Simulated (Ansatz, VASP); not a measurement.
## CuF in VASP and in Ansatz

The input INCAR:

```
ALGO = Normal ; EDIFF = 1E-6
ENCUT = 520 ; GGA = PE
ISIF = 2 ; ISMEAR = -1
LASPH = T ; LCHARG = T
LELF = T ; LREAL = F
LVHAR = T ; LWAVE = F
NBANDS = 26 ; NELM = 100
PREC = Accurate ; SIGMA = 0.02
```

The input KPOINTS:

```
k-points
0
Gamma
  9 9 4
```

The input POSCAR:

```
CuF
1.0
    3.2632353023      0.0000000000      0.0000000000
   -1.6316176511      2.8260446703      0.0000000000
    0.0000000000      0.0000000000      5.1483202495
Cu F
2 2
Direct
    0.0000000000      0.0000000000      0.0000000000
    0.0000000000      0.0000000000      0.5000000000
    0.3333333333      0.6666666667      0.2500000000
    0.6666666667      0.3333333333      0.7500000000
```

Input for Ansatz:

```yaml
crystal:
  lattice:
    - [3.2632353023, 0.0, 0.0]
    - [-1.6316176511, 2.8260446703, 0.0]
    - [0.0, 0.0, 5.1483202495]
  atoms:
    - { symbol: Cu, position: [0.0, 0.0, 0.0] }
    - { symbol: Cu, position: [0.0, 0.0, 0.5] }
    - { symbol: F, position: [0.3333333333, 0.6666666667, 0.25] }
    - { symbol: F, position: [0.6666666667, 0.3333333333, 0.75] }
kpoints:
  mp_grid: { grid: [9, 9, 4] }
hamiltonian:
  xc: pbe
scf:
  occupations: { method: fermi_dirac, width: 0.02 }
  n_extra_bands: 5
output:
  forces: true
  stress: true
  eigenvalues: true
```

Alike in both runs: task single point; functional PBE; k mesh 9 × 9 × 4; occupations fermi-dirac, width 0.02 eV; no spin polarisation.

```csv
,VASP,Ansatz
version,VASP 6.6.1,Ansatz 0.2.0
potentials or method,"VASP PAW PBE potentials, release 64 (Cu, F)","plane waves, PAW"
plane-wave cutoff (eV),520,420
valence electrons in the cell,36,52
```

```tsv
	VASP	Ansatz	Ansatz less VASP
pressure (GPa)	2.6	2.7	+0.11
traceless stress, the component that is largest in VASP (GPa)	0.38	0.34	-0.043
```

The functional is the same, so the differences come from potentials, cutoffs and numerics. VASP's potentials hold 36 valence electrons a cell and Ansatz's 52, so a difference there can come from the potentials and not from the codes.
